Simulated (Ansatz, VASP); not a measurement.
## KAl3O in VASP and in Ansatz

```
K Al O
1.0
     3.80438    0.00000    0.00000
     0.00000    3.80438    0.00000
     0.00000    0.00000    8.13113
K Al O
1 3 1
Direct
  0.50000 0.50000 0.81258
  0.00000 0.50000 0.36066
  0.00000 0.00000 0.11751
  0.50000 0.00000 0.36066
  0.00000 0.00000 0.91027
```

Change from the starting cell: species swapped into the CsInBr3 type (P4mm, No. 99).

Alike in both runs: functional PBE; k mesh 10 × 10 × 6; occupations gaussian, width 0.1 eV; no spin polarisation.

Ansatz relaxed the structure, and its values are those at the end. VASP's run is a single point on that final structure, the one shown.

|  | VASP | Ansatz |
| --- | --- | --- |
| version | VASP 6.6.1 | Ansatz 0.2.0 |
| potentials or method | VASP PAW PBE potentials, release 64 (K_sv, Al, O_h), cutoff 910 eV | scalar-relativistic, plane waves, PAW |
| valence electrons in the cell | 24 | 24 |

Ansatz gave:

```
gap on the k mesh at the Fermi level (eV) : none
rms of the force components (eV/Å)        : 0.002
```

Q: What did VASP give for the same quantities?

A: gap on the k mesh at the Fermi level (eV): none; rms of the force components (eV/Å): 0.017.

A gap of «none» marks a metal or a gap that the smearing closes.

Noted on VASP's run: the cutoff is short for stress, so the pressure is rough.
